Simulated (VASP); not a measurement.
**Si: single point with LDA**

Crystal: Si.

```
Si
1.0
    -1.59370    1.59370    1.29338
     1.59370   -1.59370    1.29338
     1.59370    1.59370   -1.29338
Si
1
Direct
  0.00000 0.00000 0.00000
```

```yaml
Program: VASP 6.6.1
Task: single point
Functional: LDA
Potentials_or_basis: VASP PAW LDA potentials, release 64 (Si)
Cutoff: 520 eV
k_mesh: 14 × 14 × 14
Occupations: methfessel-paxton, width 0.15 eV
Spin: no spin polarisation
Dipole_correction: no
Further_INCAR_settings: ALGO = Normal; EDIFF = 1e-07; NBANDS = 8
```

The pressure is 6.6 GPa and the band gap on the k mesh is zero (band 2 reaches 21.56 eV, above the bottom of band 3 at 7.94 eV).

Stress tensor (GPa, compression positive):
```
6.50 0.00 0.00
0.00 6.50 0.00
0.00 0.00 6.90
```

Levels at points of the mesh, in eV from the Fermi level:
```tsv
k point	band 1	band 2	band 3	band 4	band 5
(0.00, 0.00, 0.00)	-15.34	9.65	10.62	10.62	13.22
(0.50, 0.00, 0.00)	-6.84	-6.24	5.01	6.26	6.83
(0.50, 0.50, 0.00)	-8.80	-7.85	9.49	11.63	12.07
(0.50, 0.50, 0.50)	-2.57	-2.57	-1.34	0.89	4.33
```

Wall time 7 s on 1 thread of Intel(R) Xeon(R) 6975P-C (Granite Rapids), on a shared host, peak memory 0.12 GiB.
